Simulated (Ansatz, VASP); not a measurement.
# Au: VASP beside Ansatz

```xyz
1
Lattice="0.0000 2.0238 2.0238 2.0238 0.0000 2.0238 2.0238 2.0238 0.0000" Properties=species:S:1:pos:R:3 pbc="T T T"
Au    0.0000    0.0000    0.0000
```

Alike in both runs: functional LDA; k mesh 14 × 14 × 14; occupations gaussian, width 0.1 eV; no spin polarisation.

Ansatz relaxed the structure, and its values are those at the end. VASP's run is a single point on that final structure, the one shown.

```csv
,VASP,Ansatz
version,VASP 6.6.1,Ansatz 0.2.0
potentials or method,"VASP PAW LDA potentials, release 64 (Au), cutoff 520 eV","scalar-relativistic, plane waves, PAW"
valence electrons in the cell,11,19
```

Ansatz gave:

```
gap on the k mesh at the Fermi level (eV) : none
pressure (GPa)                            : 0.0
```

Estimate VASP's values.

gap on the k mesh at the Fermi level (eV): none; pressure (GPa): 0.6.

Ansatz warns that its potentials were made for another functional, while VASP's fit it. LDA's correlation is that of Perdew and Zunger in VASP and of Perdew and Wang (1992) in Ansatz. A gap of «none» marks a metal or a gap that the smearing closes. VASP's potentials hold 11 valence electrons a cell and Ansatz's 19, so a difference there can come from the potentials and not from the codes.

Neither program's run includes spin-orbit coupling.
